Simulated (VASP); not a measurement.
# SnGe5Te6 (P-3m1) in VASP: further runs

The runs below take SnGe5Te6 through single point, with PBE.

Program: VASP 6.6.1. These are calculated values, not measurements. Logs are shortened: lines on timing, memory, paths and dates and some standing lists are left out, and cuts for length are marked.

## 1. The cell of the first run

The structure is trigonal, space group P-3m1 (No. 164). Conventional cell: a = 4.293 Å, b = 4.293 Å, c = 21.102 Å, α = 90.00°, β = 90.00°, γ = 120.00°. Within 4.5 Å of Sn (site symmetry -3m) lie 6 Te at 3.17 Å and 6 Sn at 4.29 Å and 6 Ge at 4.44 Å. Ge (site symmetry 3m) has 6 Te at 3.02 Å within 4.0 Å. Ge (site symmetry 3m) has 6 Te at 3.01 Å within 4.0 Å. Within 4.0 Å of Ge (site symmetry -3m) lie 6 Te at 3.02 Å. Within 4.0 Å of Te (site symmetry 3m) lie 6 Ge at 3.01 to 3.02 Å. Within 4.0 Å of Te (site symmetry 3m) lie 3 Ge at 3.01 Å and 3 Sn at 3.17 Å. Te (site symmetry 3m) has 6 Ge at 3.02 Å within 4.0 Å.

## 2. Single point, PBE

File INCAR:

```
  PREC = Accurate
  ENCUT = 520
  EDIFF = 1E-6
  ISMEAR = 0
  SIGMA = 0.1
  LREAL = False
  LASPH = True
  NELM = 60
  ALGO = Normal
  ISIF = 2
  LWAVE = False
  LCHARG = False
  GGA = PE
  NBANDS = 72
```

File KPOINTS:

```
Automatic mesh
0
Gamma
  6 6 1
```

File POSCAR:

```
SnGe5Te6
1.0
    4.2925412000      0.0000000000      0.0000000000
   -2.1462706000      3.7174497000      0.0000000000
    0.0000000000      0.0000000000     21.1020434000
Sn Ge Te
1 5 6
Direct
    0.0000000000      0.0000000000      0.5000000000
    0.3333333000      0.6666667000      0.8370860000
    0.6666667000      0.3333333000      0.6743670000
    0.3333333000      0.6666667000      0.3256330000
    0.6666667000      0.3333333000      0.1629140000
    0.0000000000      0.0000000000      0.0000000000
    0.0000000000      0.0000000000      0.7556340000
    0.3333333000      0.6666667000      0.5935230000
    0.6666667000      0.3333333000      0.4064770000
    0.0000000000      0.0000000000      0.2443660000
    0.3333333000      0.6666667000      0.0815060000
    0.6666667000      0.3333333000      0.9184940000
```

Potentials or basis: VASP PAW PBE potentials, release 64 (Sn_d, Ge_d, Te).

The run is started by

```console
> cat potpaw_PBE.64/Sn_d/POTCAR potpaw_PBE.64/Ge_d/POTCAR potpaw_PBE.64/Te/POTCAR > POTCAR
> mpirun -np 1 vasp_std > vasp.out
```

OUTCAR:

```text
PREC = Accurate
   ENCUT = 520
   EDIFF = 1E-6
   ISMEAR = 0
   LREAL = False
   LASPH = True
   NELM = 60
   ISIF = 2
   GGA = PE

 ion  position               nearest neighbor table
   1  0.000  0.000  0.500-   8 3.17   9 3.17   8 3.17   9 3.17   9 3.17   8 3.17
   2  0.333  0.667  0.837-  12 3.02  12 3.02  12 3.02   7 3.02   7 3.02   7 3.02
   3  0.667  0.333  0.674-   8 3.01   8 3.01   8 3.01   7 3.01   7 3.01   7 3.01
   4  0.333  0.667  0.326-   9 3.01   9 3.01   9 3.01  10 3.01  10 3.01  10 3.01
   5  0.667  0.333  0.163-  11 3.02  11 3.02  11 3.02  10 3.02  10 3.02  10 3.02
   6  0.000  0.000  0.000-  11 3.02  12 3.02  11 3.02  12 3.02  12 3.02  11 3.02
   7  0.000  0.000  0.756-   3 3.01   3 3.01   3 3.01   2 3.02   2 3.02   2 3.02
   8  0.333  0.667  0.594-   3 3.01   3 3.01   3 3.01   1 3.17   1 3.17   1 3.17
   9  0.667  0.333  0.406-   4 3.01   4 3.01   4 3.01   1 3.17   1 3.17   1 3.17
  10  0.000  0.000  0.244-   4 3.01   4 3.01   4 3.01   5 3.02   5 3.02   5 3.02
  11  0.333  0.667  0.082-   5 3.02   5 3.02   5 3.02   6 3.02   6 3.02   6 3.02
  12  0.667  0.333  0.918-   2 3.02   2 3.02   2 3.02   6 3.02   6 3.02   6 3.02

  LATTYP: Found a hexagonal cell.
 ALAT       =     4.2925412000
 C/A-ratio  =     4.9159792339

  Lattice vectors:

 A1 = (   4.2925412000,   0.0000000000,   0.0000000000)
 A2 = (  -2.1462706000,   3.7174497000,   0.0000000000)
 A3 = (   0.0000000000,   0.0000000000,  21.1020434000)

Analysis of symmetry for initial positions (statically):
=====================================================================
 Subroutine PRICEL returns:
 Original cell was already a primitive cell.

 Routine SETGRP: Setting up the symmetry group for a
 hexagonal supercell.

 Subroutine GETGRP returns: Found 12 space group operations
 (whereof 12 operations were pure point group operations)
 out of a pool of 24 trial point group operations.

The static configuration has the point symmetry D_3d.

Analysis of symmetry for dynamics (positions and initial velocities):
=====================================================================
 Subroutine PRICEL returns:
 Original cell was already a primitive cell.

 Routine SETGRP: Setting up the symmetry group for a
 hexagonal supercell.

 Subroutine GETGRP returns: Found 12 space group operations
 (whereof 12 operations were pure point group operations)
 out of a pool of 24 trial point group operations.

The dynamic configuration has the point symmetry D_3d.

 Subroutine INISYM returns: Found 12 space group operations
 (whereof 12 operations are pure point group operations),
 and found     1 'primitive' translations

----------------------------------------------------------------------------------------

                                     Primitive cell

  volume of cell :     336.7318

  direct lattice vectors                    reciprocal lattice vectors
     4.292541200  0.000000000  0.000000000     0.232962237  0.134500811  0.000000000
    -2.146270600  3.717449700  0.000000000     0.000000000  0.269001622  0.000000000
     0.000000000  0.000000000 21.102043400     0.000000000  0.000000000  0.047388776

  length of vectors
     4.292541200  4.292541177 21.102043400     0.269001621  0.269001622  0.047388776

  position of ions in fractional coordinates (direct lattice)
     0.000000000  0.000000000  0.500000000
     0.333333300  0.666666700  0.837086000
     0.666666700  0.333333300  0.674367000
     0.333333300  0.666666700  0.325633000
     0.666666700  0.333333300  0.162914000
     0.000000000  0.000000000  0.000000000
     0.000000000  0.000000000  0.755634000
     0.333333300  0.666666700  0.593523000
     0.666666700  0.333333300  0.406477000
     0.000000000  0.000000000  0.244366000
     0.333333300  0.666666700  0.081506000
     0.666666700  0.333333300  0.918494000

  ion indices of the primitive-cell ions
   primitive index   ion index
                 1           1
                 2           2
                 3           3
                 4           4
                 5           5
                 6           6
                 7           7
                 8           8
                 9           9
                10          10
                11          11
                12          12

----------------------------------------------------------------------------------------

 KPOINTS: Automatic mesh

Automatic generation of k-mesh.
 Grid dimensions read from file:
 generate k-points for:    6    6    1

 Generating k-lattice:

  Cartesian coordinates                     Fractional coordinates (reciprocal lattice)
     0.038827039  0.022416802  0.000000000     0.166666667  0.000000000  0.000000000
     0.000000000  0.044833604  0.000000000     0.000000000  0.166666667  0.000000000
     0.000000000  0.000000000  0.047388776     0.000000000  0.000000000  1.000000000

  Length of vectors
     0.044833603  0.044833604  0.047388776

  Shift w.r.t. Gamma in fractional coordinates (k-lattice)
     0.000000000  0.000000000  0.000000000

 Subroutine IBZKPT returns following result:
 ===========================================

 Found      7 irreducible k-points:

 Following reciprocal coordinates:
            Coordinates               Weight
  0.000000  0.000000  0.000000      1.000000
  0.166667  0.000000  0.000000      6.000000
  0.333333  0.000000  0.000000      6.000000
  0.500000  0.000000  0.000000      3.000000
  0.166667  0.166667  0.000000      6.000000
  0.333333  0.166667  0.000000     12.000000
  0.333333  0.333333  0.000000      2.000000
   k-points           NKPTS =      7   k-points in BZ     NKDIM =      7   number of bands    NBANDS=     72
   number of dos      NEDOS =    301   number of ions     NIONS =     12
   total plane-waves  NPLWV = 163840
   dimension x,y,z NGX =    32 NGY =   32 NGZ =  160
   dimension x,y,z NGXF=    64 NGYF=   64 NGZF=  320
   ions per type =               1   5   6
   NGX,Y,Z   is equivalent  to a cutoff of  12.39, 12.39, 12.61 a.u.
   NGXF,Y,Z  is equivalent  to a cutoff of  24.79, 24.79, 25.21 a.u.
 SYSTEM =  unknown system
   PREC   = accura    normal or accurate (medium, high low for compatibility)
   ISTART =      0    job   : 0-new  1-cont  2-samecut
   ICHARG =      2    charge: 1-file 2-atom 10-const
   ISPIN  =      1    spin polarized calculation?
   LNONCOLLINEAR =      F non collinear calculations
   LSORBIT =      F    spin-orbit coupling
   LASPH  =      T    aspherical Exc in radial PAW
   ENCUT  =  520.0 eV  38.22 Ry    6.18 a.u.   7.98  7.98 39.24*2*pi/ulx,y,z
   NELM   =     60;   NELMIN=  2; NELMDL= -5     # of ELM steps
   EDIFF  = 0.1E-05   stopping-criterion for ELM
   LREAL  =      F    real-space projection
   EDIFFG = 0.1E-04   stopping-criterion for IOM
   NSW    =      0    number of steps for IOM
   IBRION =     -1    ionic relax: 0-MD 1-quasi-New 2-CG
   NFREE  =      0    steps in history (QN), initial steepest desc. (CG)
   ISIF   =      2    stress and relaxation
   ISYM   =      2    0-nonsym 1-usesym 2-fastsym
   POTIM  = 0.5000    time-step for ionic-motion
   TEBEG  =    0.0;   TEEND  =   0.0 temperature during run
   PSTRESS=    0.0 pullay stress
   NELECT =     120.0000    total number of electrons
   NUPDOWN=      -1.0000    fix difference up-down
   EMIN   =  10.00;   EMAX   =-10.00  energy-range for DOS
   EFERMI =   0.00;   METHOD = LEGACY
   ISMEAR =     0;   SIGMA  =   0.10  broadening in eV -4-tet -1-fermi 0-gaus
   EFERMI_NEDOS =   21; number of points for ismear=-14 and -15
   IALGO  =     38    algorithm
   IMIX   =      4    mixing-type and parameters
     AMIX     =   0.40;   BMIX     =  1.00
     AMIX_MAG =   1.60;   BMIX_MAG =  1.00
  volume/ion in A,a.u.               =      28.06       189.36
  Fermi-wavevector in a.u.,A,eV,Ry     =   1.160666  2.193340 18.329024  1.347145
  Thomas-Fermi vector in A             =   2.297246
   LORBIT       =      0    0 simple, 1 ext, 2 COOP (PROOUT), +10 PAW based schemes
   GGA     = PE    functional components
   LHFCALC =     F    Hartree Fock is set to
   AEXX    =    0.0000 exact exchange contribution
   IVDW    =     0    specifies the selected vdW correction
   LEPSILON=     F    determine dielectric tensor
   LRPA    =     F    only Hartree local field effects (RPA)
 non-spin polarized calculation
 Gauss-broadening in eV      SIGMA  =   0.10
  energy-cutoff  :      520.00
  volume of cell :      336.73
 maximum number of plane-waves:      9090
 NGX is ok and might be reduce to    32
   NGX = 15   NGY = 15   NGZ = 79

 number of electron     119.9999994 magnetization

 Free energy of the ion-electron system (eV)
  ---------------------------------------------------
  ext. energy  EPLUGINS =         0.00000000
  ---------------------------------------------------
  free energy    TOTEN  =       -46.46860842 eV

  energy without entropy =      -46.46688399  energy(sigma->0) =      -46.46774621

 E-fermi :   6.2148     XC(G=0):  -9.6898

 val. band max:        6.1241261525   @ k =   0.0000   0.0000   0.0000
 cond. band min:       6.3625419038   @ k =   0.5000   0.0000   0.0000
 fundamental gap:      0.2384157513
 Fermi energy:         6.2147887333

 k-point     1 :       0.0000    0.0000    0.0000
  band No.  band energies     occupation
      1     -18.9465      2.00000
      2     -18.9465      2.00000
      3     -18.9414      2.00000
      4     -18.9414      2.00000
      5     -18.9413      2.00000
      6     -18.9413      2.00000
[... 64 lines left out ...]
     71       8.4495      0.00000
     72       8.5666      0.00000

 k-point     2 :       0.1667    0.0000    0.0000
  band No.  band energies     occupation
      1     -18.9470      2.00000
      2     -18.9462      2.00000
      3     -18.9419      2.00000
      4     -18.9417      2.00000
      5     -18.9413      2.00000
      6     -18.9410      2.00000
[... 64 lines left out ...]
     71       8.8754      0.00000
     72       9.0857      0.00000

 k-point     3 :       0.3333    0.0000    0.0000
  band No.  band energies     occupation
      1     -18.9481      2.00000
      2     -18.9457      2.00000
      3     -18.9429      2.00000
      4     -18.9427      2.00000
      5     -18.9414      2.00000
      6     -18.9409      2.00000
[... 64 lines left out ...]
     71       9.2495      0.00000
     72       9.4211      0.00000

 k-point     4 :       0.5000    0.0000    0.0000
  band No.  band energies     occupation
      1     -18.9486      2.00000
      2     -18.9456      2.00000
      3     -18.9434      2.00000
      4     -18.9432      2.00000
      5     -18.9416      2.00000
      6     -18.9406      2.00000
[... 64 lines left out ...]
     71       9.4817      0.00000
     72       9.5306      0.00000

 k-point     5 :       0.1667    0.1667    0.0000
  band No.  band energies     occupation
      1     -18.9475      2.00000
      2     -18.9461      2.00000
      3     -18.9423      2.00000
      4     -18.9423      2.00000
      5     -18.9414      2.00000
      6     -18.9411      2.00000
[... 64 lines left out ...]
     71       9.2255      0.00000
     72       9.5746      0.00000

 k-point     6 :       0.3333    0.1667    0.0000
  band No.  band energies     occupation
      1     -18.9481      2.00000
      2     -18.9461      2.00000
      3     -18.9428      2.00000
      4     -18.9427      2.00000
      5     -18.9413      2.00000
      6     -18.9410      2.00000
[... 64 lines left out ...]
     71       9.7989      0.00000
     72       9.9392      0.00000

 k-point     7 :       0.3333    0.3333    0.0000
  band No.  band energies     occupation
      1     -18.9472      2.00000
      2     -18.9472      2.00000
      3     -18.9420      2.00000
      4     -18.9420      2.00000
      5     -18.9418      2.00000
      6     -18.9418      2.00000
[... 64 lines left out ...]
     71      10.5078      0.00000
     72      10.7680      0.00000

------------------------ aborting loop because EDIFF is reached ----------------------------------------

  FORCE on cell =-STRESS in cart. coord.  units (eV):
  Direction    XX          YY          ZZ          XY          YZ          ZX
  --------------------------------------------------------------------------------------
  -------------------------------------------------------------------------------------
  Total        0.3624503      0.3624503      0.7914640     -0.0000000     -0.0000000      0.0000000
  in kB        1.7245466      1.7245466      3.7658037     -0.0000000     -0.0000000      0.0000000
  external PRESSURE =       2.4049656 kB  Pullay stress =       0.0000000 kB

 VOLUME and BASIS-vectors are now :
 -----------------------------------------------------------------------------
  energy-cutoff  :      520.00
  volume of cell :      336.73
      direct lattice vectors                 reciprocal lattice vectors
     4.292541200  0.000000000  0.000000000     0.232962237  0.134500811  0.000000000
    -2.146270600  3.717449700  0.000000000     0.000000000  0.269001622  0.000000000
     0.000000000  0.000000000 21.102043400     0.000000000  0.000000000  0.047388776

 POSITION                                       TOTAL-FORCE (eV/Angst)
 -----------------------------------------------------------------------------------
      0.00000      0.00000     10.55102         0.000000      0.000000      0.000000
     -0.00000      2.47830     17.66423         0.000000     -0.000000     -0.003496
      2.14627      1.23915     14.23052        -0.000000      0.000000     -0.002976
     -0.00000      2.47830      6.87152         0.000000     -0.000000      0.002976
      2.14627      1.23915      3.43782        -0.000000      0.000000      0.003496
      0.00000      0.00000      0.00000         0.000000      0.000000      0.000000
      0.00000      0.00000     15.94542         0.000000      0.000000     -0.002971
     -0.00000      2.47830     12.52455         0.000000      0.000000      0.024320
      2.14627      1.23915      8.57750         0.000000     -0.000000     -0.024320
      0.00000      0.00000      5.15662         0.000000     -0.000000      0.002971
     -0.00000      2.47830      1.71994        -0.000000      0.000000     -0.003885
      2.14627      1.23915     19.38210         0.000000     -0.000000      0.003885
 -----------------------------------------------------------------------------------
    total drift:                                0.000000     -0.000000     -0.000000

  FREE ENERGIE OF THE ION-ELECTRON SYSTEM (eV)
  ---------------------------------------------------
  free  energy   TOTEN  =       -46.4686084225 eV

  energy  without entropy=      -46.4668839906  energy(sigma->0) =      -46.46774621
```

It took 6.1 min on 1 thread of Intel Xeon 8259CL, shared host; peak memory 0.48 GiB.

What came out:

| Item | Value |
| --- | --- |
| Free energy | -46.4686 eV |
| Pressure | 0.2 GPa |
| Largest force | 0.024 eV/Å |
| Band gap on the k mesh | 0.24 eV |

Forces in eV/Å, atoms in the order of the input:
```
Sn   0.000  0.000  0.000
Ge   0.000  0.000 -0.003
Ge   0.000  0.000 -0.003
Ge   0.000  0.000  0.003
Ge   0.000  0.000  0.003
Ge   0.000  0.000  0.000
Te   0.000  0.000 -0.003
Te   0.000  0.000  0.024
Te   0.000  0.000 -0.024
Te   0.000  0.000  0.003
Te   0.000  0.000 -0.004
Te   0.000  0.000  0.004
```

Stress tensor (GPa, compression positive):
```
0.17 0.00 0.00
0.00 0.17 0.00
0.00 0.00 0.38
```

Levels at points of the mesh, in eV from the valence-band top:
| k point | band 57 | band 58 | band 59 | band 60 | band 61 | band 62 | band 63 | band 64 |
| --- | --- | --- | --- | --- | --- | --- | --- | --- |
| (0.00, 0.00, 0.00) | -1.12 | -0.70 | -0.52 | 0.00 | 0.24 | 0.24 | 0.36 | 0.84 |
| (0.50, 0.00, 0.00) | -1.76 | -1.41 | -1.40 | -0.14 | 0.24 | 0.28 | 0.34 | 1.67 |

Caveat: spin-orbit coupling is left out, which moves the levels of the heavy elements; an odd mesh through Γ misses points on the zone boundary, where band edges can lie.

[end of part 1 of 2]
